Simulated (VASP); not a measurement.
# Bi (I4_1/amd) in VASP: single point with PBE

Aim: the single point of Bi with PBE.

All numbers are computed with VASP 6.6.1; they aren't measurements. Logs are shortened: lines on timing, memory, paths and dates and some standing lists are left out, and cuts for length are marked.

### Step 1. The cell of the first run

The structure is tetragonal, space group I4_1/amd (No. 141). The conventional cell has a = 6.152 Å, b = 6.152 Å, c = 3.249 Å, α = 90.00°, β = 90.00°, γ = 90.00°. Bi (site symmetry -4m2) has 10 Bi at 3.18 to 3.92 Å within 4.2 Å.

### Step 2. Single point, PBE

Input file INCAR:

```
  ALGO = Normal
  EDIFF = 1E-7
  ENCUT = 520
  GGA = PE
  ISIF = 2
  ISMEAR = -1
  LASPH = T
  LCHARG = F
  LREAL = F
  LWAVE = F
  NBANDS = 22
  NELM = 60
  PREC = Accurate
  SIGMA = 0.08
```

Input file KPOINTS:

```
k-points
0
Gamma
  13 13 13
```

Input file POSCAR:

```
Bi
1.0
   -3.0759266973      3.0759266973      1.6247325438
    3.0759266973     -3.0759266973      1.6247325438
    3.0759266973      3.0759266973     -1.6247325438
Bi
2
Direct
   -0.3750000000     -0.1250000000     -0.2500000000
    0.3750000000      0.1250000000      0.2500000000
```

Potentials or basis: VASP PAW PBE potentials, release 64 (Bi_d).

On the command line:

```sh
$ cat potpaw_PBE.64/Bi_d/POTCAR > POTCAR
$ mpirun -np 1 vasp_std > vasp.out
```

OUTCAR:

```text
EDIFF = 1E-7
   ENCUT = 520
   GGA = PE
   ISIF = 2
   ISMEAR = -1
   LASPH = T
   LREAL = F
   NELM = 60
   PREC = Accurate

 ion  position               nearest neighbor table
   1  0.625  0.875  0.750-   2 3.18   2 3.18   2 3.18   2 3.18
   2  0.375  0.125  0.250-   1 3.18   1 3.18   1 3.18   1 3.18

  LATTYP: Found a body centered tetragonal cell.
 ALAT       =     6.1518533946
 C/A-ratio  =     0.5282091232

  Lattice vectors:

 A1 = (  -3.0759266973,   3.0759266973,   1.6247325438)
 A2 = (   3.0759266973,  -3.0759266973,   1.6247325438)
 A3 = (   3.0759266973,   3.0759266973,  -1.6247325438)

Analysis of symmetry for initial positions (statically):
=====================================================================
 Subroutine PRICEL returns:
 Original cell was already a primitive cell.

 Routine SETGRP: Setting up the symmetry group for a
 body centered tetragonal supercell.

 Subroutine GETGRP returns: Found 16 space group operations
 (whereof  4 operations were pure point group operations)
 out of a pool of 16 trial point group operations.

The static configuration has the point symmetry C_2h.
 The point group associated with its full space group is D_4h.

Analysis of symmetry for dynamics (positions and initial velocities):
=====================================================================
 Subroutine PRICEL returns:
 Original cell was already a primitive cell.

 Routine SETGRP: Setting up the symmetry group for a
 body centered tetragonal supercell.

 Subroutine GETGRP returns: Found 16 space group operations
 (whereof  4 operations were pure point group operations)
 out of a pool of 16 trial point group operations.

The dynamic configuration has the point symmetry C_2h.
 The point group associated with its full space group is D_4h.

 Subroutine INISYM returns: Found 16 space group operations
 (whereof  4 operations are pure point group operations),
 and found     1 'primitive' translations

----------------------------------------------------------------------------------------

                                     Primitive cell

  volume of cell :      61.4885

  direct lattice vectors                    reciprocal lattice vectors
    -3.075926697  3.075926697  1.624732544     0.000000000  0.162552638  0.307742959
     3.075926697 -3.075926697  1.624732544     0.162552638  0.000000000  0.307742959
     3.075926697  3.075926697 -1.624732544     0.162552638  0.162552638  0.000000000

  length of vectors
     4.643533776  4.643533776  4.643533776     0.348036045  0.348036045  0.229884146

  position of ions in fractional coordinates (direct lattice)
     0.625000000  0.875000000  0.750000000
     0.375000000  0.125000000  0.250000000

  ion indices of the primitive-cell ions
   primitive index   ion index
                 1           1
                 2           2

----------------------------------------------------------------------------------------

 KPOINTS: k-points

Automatic generation of k-mesh.
 Grid dimensions read from file:
 generate k-points for:   13   13   13

 Generating k-lattice:

  Cartesian coordinates                     Fractional coordinates (reciprocal lattice)
     0.000000000  0.012504049  0.023672535     0.076923077  0.000000000 -0.000000000
     0.012504049  0.000000000  0.023672535     0.000000000  0.076923077 -0.000000000
     0.012504049  0.012504049  0.000000000     0.000000000  0.000000000  0.076923077

  Length of vectors
     0.026772003  0.026772003  0.017683396

  Shift w.r.t. Gamma in fractional coordinates (k-lattice)
     0.000000000  0.000000000  0.000000000

 Subroutine IBZKPT returns following result:
 ===========================================

 Found    196 irreducible k-points:

 Following reciprocal coordinates:
            Coordinates               Weight
  0.000000  0.000000  0.000000      1.000000
  0.076923  0.000000  0.000000      8.000000
  0.153846  0.000000 -0.000000      8.000000
  0.230769  0.000000 -0.000000      8.000000
  0.307692  0.000000 -0.000000      8.000000
  0.384615  0.000000  0.000000      8.000000
[... 16 lines left out ...]
  0.384615  0.153846 -0.000000     16.000000
  0.461538  0.153846 -0.000000     16.000000
 [... further k-points ...]
   k-points           NKPTS =    196   k-points in BZ     NKDIM =    196   number of bands    NBANDS=     22
   number of dos      NEDOS =    301   number of ions     NIONS =      2
   total plane-waves  NPLWV =  46656
   dimension x,y,z NGX =    36 NGY =   36 NGZ =   36
   dimension x,y,z NGXF=    72 NGYF=   72 NGZF=   72
   ions per type =               2
   NGX,Y,Z   is equivalent  to a cutoff of  12.89, 12.89, 12.89 a.u.
   NGXF,Y,Z  is equivalent  to a cutoff of  25.78, 25.78, 25.78 a.u.
 SYSTEM =  unknown system
   PREC   = accura    normal or accurate (medium, high low for compatibility)
   ISTART =      0    job   : 0-new  1-cont  2-samecut
   ICHARG =      2    charge: 1-file 2-atom 10-const
   ISPIN  =      1    spin polarized calculation?
   LNONCOLLINEAR =      F non collinear calculations
   LSORBIT =      F    spin-orbit coupling
   LASPH  =      T    aspherical Exc in radial PAW
   ENCUT  =  520.0 eV  38.22 Ry    6.18 a.u.   8.63  8.63  8.63*2*pi/ulx,y,z
   NELM   =     60;   NELMIN=  2; NELMDL= -5     # of ELM steps
   EDIFF  = 0.1E-06   stopping-criterion for ELM
   LREAL  =      F    real-space projection
   EDIFFG = 0.1E-05   stopping-criterion for IOM
   NSW    =      0    number of steps for IOM
   IBRION =     -1    ionic relax: 0-MD 1-quasi-New 2-CG
   NFREE  =      0    steps in history (QN), initial steepest desc. (CG)
   ISIF   =      2    stress and relaxation
   ISYM   =      2    0-nonsym 1-usesym 2-fastsym
   POTIM  = 0.5000    time-step for ionic-motion
   TEBEG  =    0.0;   TEEND  =   0.0 temperature during run
   PSTRESS=    0.0 pullay stress
   NELECT =      30.0000    total number of electrons
   NUPDOWN=      -1.0000    fix difference up-down
   EMIN   =  10.00;   EMAX   =-10.00  energy-range for DOS
   EFERMI =   0.00;   METHOD = LEGACY
   ISMEAR =    -1;   SIGMA  =   0.08  broadening in eV -4-tet -1-fermi 0-gaus
   EFERMI_NEDOS =   21; number of points for ismear=-14 and -15
   IALGO  =     38    algorithm
   IMIX   =      4    mixing-type and parameters
     AMIX     =   0.40;   BMIX     =  1.00
     AMIX_MAG =   1.60;   BMIX_MAG =  1.00
  volume/ion in A,a.u.               =      30.74       207.47
  Fermi-wavevector in a.u.,A,eV,Ry     =   1.288795  2.435470 22.599189  1.660994
  Thomas-Fermi vector in A             =   2.420727
   LORBIT       =      0    0 simple, 1 ext, 2 COOP (PROOUT), +10 PAW based schemes
   GGA     = PE    functional components
   LHFCALC =     F    Hartree Fock is set to
   AEXX    =    0.0000 exact exchange contribution
   IVDW    =     0    specifies the selected vdW correction
   LEPSILON=     F    determine dielectric tensor
   LRPA    =     F    only Hartree local field effects (RPA)
 non-spin polarized calculation
  energy-cutoff  :      520.00
  volume of cell :       61.49
 maximum number of plane-waves:      1678
   NGX = 17   NGY = 17   NGZ = 17

 number of electron      30.0000003 magnetization

 Free energy of the ion-electron system (eV)
  ---------------------------------------------------
  ext. energy  EPLUGINS =         0.00000000
  ---------------------------------------------------
  free energy    TOTEN  =        -7.57812970 eV

  energy without entropy =       -7.55617493  energy(sigma->0) =       -7.56715231

 E-fermi :   8.0556     XC(G=0): -10.2628

 val. band max:        8.0551666044   @ k =  -0.2308   0.3077   0.1538
 cond. band min:       8.0596794652   @ k =   0.3846   0.3077   0.0769
 fundamental gap:      0.0045128608
 Fermi energy:         8.0555831197

 k-point     1 :       0.0000    0.0000    0.0000
  band No.  band energies     occupation
      1     -15.1045      2.00000
      2     -15.0554      2.00000
      3     -14.9987      2.00000
      4     -14.9738      2.00000
      5     -14.8165      2.00000
      6     -14.8165      2.00000
[... 14 lines left out ...]
     21      16.7034      0.00000
     22      17.6823      0.00000

 k-point     2 :       0.0769    0.0000    0.0000
  band No.  band energies     occupation
      1     -15.1009      2.00000
      2     -15.0403      2.00000
      3     -14.9811      2.00000
      4     -14.9699      2.00000
      5     -14.8257      2.00000
      6     -14.8249      2.00000
[... 14 lines left out ...]
     21      16.6074      0.00000
     22      16.7279      0.00000

 k-point     3 :       0.1538    0.0000   -0.0000
  band No.  band energies     occupation
      1     -15.0896      2.00000
      2     -14.9995      2.00000
      3     -14.9591      2.00000
      4     -14.9369      2.00000
      5     -14.8466      2.00000
      6     -14.8380      2.00000
[... 14 lines left out ...]
     21      15.4907      0.00000
     22      16.5165      0.00000

 k-point     4 :       0.2308    0.0000   -0.0000
  band No.  band energies     occupation
      1     -15.0723      2.00000
      2     -14.9501      2.00000
      3     -14.9440      2.00000
      4     -14.8990      2.00000
      5     -14.8721      2.00000
      6     -14.8372      2.00000
[... 14 lines left out ...]
     21      14.9623      0.00000
     22      16.9265      0.00000

 k-point     5 :       0.3077    0.0000   -0.0000
  band No.  band energies     occupation
      1     -15.0542      2.00000
      2     -14.9319      2.00000
      3     -14.9232      2.00000
      4     -14.9069      2.00000
      5     -14.8921      2.00000
      6     -14.8550      2.00000
[... 417 lines left out ...]
 k-point    22 :       0.3077    0.1538   -0.0000
  band No.  band energies     occupation
      1     -15.0431      2.00000
      2     -14.9533      2.00000
      3     -14.9272      2.00000
      4     -14.9070      2.00000
      5     -14.8916      2.00000
      6     -14.8738      2.00000
[... 14 lines left out ...]
     21      15.4414      0.00000
     22      17.1994      0.00000

 k-point    23 :       0.3846    0.1538   -0.0000
  band No.  band energies     occupation
      1     -15.0325      2.00000
      2     -14.9607      2.00000
      3     -14.9394      2.00000
      4     -14.8964      2.00000
      5     -14.8927      2.00000
      6     -14.8622      2.00000
[... 14 lines left out ...]
     21      15.6293      0.00000
     22      16.9548      0.00000

 k-point    24 :       0.4615    0.1538   -0.0000
  band No.  band energies     occupation
      1     -15.0243      2.00000
      2     -14.9593      2.00000
      3     -14.9365      2.00000
      4     -14.8969      2.00000
      5     -14.8845      2.00000
      6     -14.8589      2.00000
[... 14 lines left out ...]
     21      15.6421      0.00000
     22      16.7952      0.00000

 [... further k-points ...]

------------------------ aborting loop because EDIFF is reached ----------------------------------------

  FORCE on cell =-STRESS in cart. coord.  units (eV):
  Direction    XX          YY          ZZ          XY          YZ          ZX
  --------------------------------------------------------------------------------------
  -------------------------------------------------------------------------------------
  Total        2.3885344      2.3885344      2.3880216      0.0000000      0.0000000      0.0000000
  in kB       62.2369427     62.2369427     62.2235795      0.0000000      0.0000000      0.0000000
  external PRESSURE =      62.2324883 kB  Pullay stress =       0.0000000 kB

 VOLUME and BASIS-vectors are now :
 -----------------------------------------------------------------------------
  energy-cutoff  :      520.00
  volume of cell :       61.49
      direct lattice vectors                 reciprocal lattice vectors
    -3.075926697  3.075926697  1.624732544     0.000000000  0.162552638  0.307742959
     3.075926697 -3.075926697  1.624732544     0.162552638  0.000000000  0.307742959
     3.075926697  3.075926697 -1.624732544     0.162552638  0.162552638  0.000000000

 POSITION                                       TOTAL-FORCE (eV/Angst)
 -----------------------------------------------------------------------------------
      3.07593      1.53796      1.21855         0.000000      0.000000     -0.000000
      0.00000      1.53796      0.40618        -0.000000     -0.000000      0.000000
 -----------------------------------------------------------------------------------
    total drift:                               -0.000000     -0.000000      0.000000

  FREE ENERGIE OF THE ION-ELECTRON SYSTEM (eV)
  ---------------------------------------------------
  free  energy   TOTEN  =        -7.5781297025 eV

  energy  without entropy=       -7.5561749271  energy(sigma->0) =       -7.56715231
```

Run time: 2.2 min. Hardware: 1 thread of Intel Xeon Platinum 8559C (Emerald Rapids), shared host; peak memory 0.35 GiB.

Results:

```
Free energy            : -7.5781 eV
Pressure               : 6.2 GPa
Band gap on the k mesh : zero (bands 15 and 16 overlap by 5.93 eV)
```

Caveat: the cell stands under pressure; spin-orbit coupling is left out, which moves the levels of the heavy elements.
